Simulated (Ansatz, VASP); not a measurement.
Two plane-wave programs on LaB6

Contents of INCAR:

```
ALGO = Normal ; EDIFF = 1E-6
EDIFFG = -0.01 ; ENCUT = 600
GGA = PE ; IBRION = 2
ISIF = 3 ; ISMEAR = -1
IVDW = 13 ; LASPH = True
LCHARG = False ; LREAL = False
LWAVE = False ; NELM = 60
NSW = 60 ; PREC = Accurate
SIGMA = 0.1
```

KPOINTS

```
k-points
0
Gamma
  7 7 7
```

POSCAR

```
LaB6
1.0
    4.1570000000      0.0000000000      0.0000000000
    0.0000000000      4.1570000000      0.0000000000
    0.0000000000      0.0000000000      4.1570000000
La B
1 6
Direct
    0.0000000000      0.0000000000      0.0000000000
    0.1975000000      0.5000000000      0.5000000000
    0.5000000000      0.1975000000      0.5000000000
    0.8025000000      0.5000000000      0.5000000000
    0.5000000000      0.8025000000      0.5000000000
    0.5000000000      0.5000000000      0.1975000000
    0.5000000000      0.5000000000      0.8025000000
```

Input for Ansatz:

```yaml
crystal:
  lattice:
    - [4.157, 0.0, 0.0]
    - [0.0, 4.157, 0.0]
    - [0.0, 0.0, 4.157]
  atoms:
    - { symbol: La, position: [0.0, 0.0, 0.0] }
    - { symbol: B, position: [0.1975, 0.5, 0.5] }
    - { symbol: B, position: [0.5, 0.1975, 0.5] }
    - { symbol: B, position: [0.8025000000000001, 0.5, 0.5] }
    - { symbol: B, position: [0.5, 0.8025000000000001, 0.5] }
    - { symbol: B, position: [0.5, 0.5, 0.1975] }
    - { symbol: B, position: [0.5, 0.5, 0.8025000000000001] }
kpoints:
  mp_grid:
    grid: [7, 7, 7]
hamiltonian:
  xc: pbe
  dispersion: d4
scf:
  occupations:
    method: fermi_dirac
relax:
  max_steps: 40
  cell: {}
```

Alike in both runs: task relaxation of cell and atoms; functional PBE; dispersion D4; k mesh 7 × 7 × 7; no spin polarisation.

|  | VASP | Ansatz |
| --- | --- | --- |
| version | VASP 6.6.1 | Ansatz 0.2.0 |
| potentials or method | VASP PAW PBE potentials, release 64 (La, B) | plane waves, PAW |
| plane-wave cutoff (eV) | 600 | 420 |
| occupations | fermi-dirac, width 0.1 eV | fermi-dirac |
| valence electrons in the cell | 29 | 29 |

Ansatz gave:

```
relaxed volume (Å³/atom)                                                      : 10.00
relaxed length of the cell vector where the two differ most in proportion (Å) : 4.122
```

Estimate VASP's values.

relaxed volume (Å³/atom): 10.00; relaxed length of the cell vector where the two differ most in proportion (Å): 4.121.

Neither program's run includes spin-orbit coupling.
